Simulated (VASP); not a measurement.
A run of VASP 6.6.1 is set up as follows.

File INCAR:

```
PREC = Accurate
ENCUT = 600
EDIFF = 1E-7
ISMEAR = 0
SIGMA = 0.02
LREAL = F
LASPH = T
NELM = 100
ALGO = Normal
ISIF = 3
LWAVE = F
LCHARG = F
GGA = CA
IBRION = 2
NSW = 100
EDIFFG = -0.002
```

The input KPOINTS:

```
Automatic mesh
0
Gamma
  9 9 9
```

The input POSCAR:

```
InSe
1.0
    1.9869148605      1.1471458296      8.1300625926
   -1.9869148605      1.1471458296      8.1300625926
    0.0000000000     -2.2942916591      8.1300625926
In Se
2 2
Direct
    0.1123261485      0.1123261485      0.1123261485
   -0.0001075096     -0.0001075096     -0.0001075096
    0.6145891123      0.6145891123      0.6145891123
    0.8308902388      0.8308902388      0.8308902388
```

Potentials or basis: VASP PAW LDA potentials, release 64 (In_d, Se).

The run is started by

```console
$ cat potpaw_LDA.64/In_d/POTCAR potpaw_LDA.64/Se/POTCAR > POTCAR
$ mpirun -np 1 vasp_std > vasp.out
```

(1) Estimate the space group after relaxing (to 0.05 Å).

(2) Predict the band gap on the k mesh.

## Answers

(1) R3m (No. 160).

(2) 0.47 eV, indirect (least direct gap 0.55 eV).

Caveat: spin-orbit coupling is left out, which moves the levels of the heavy elements.
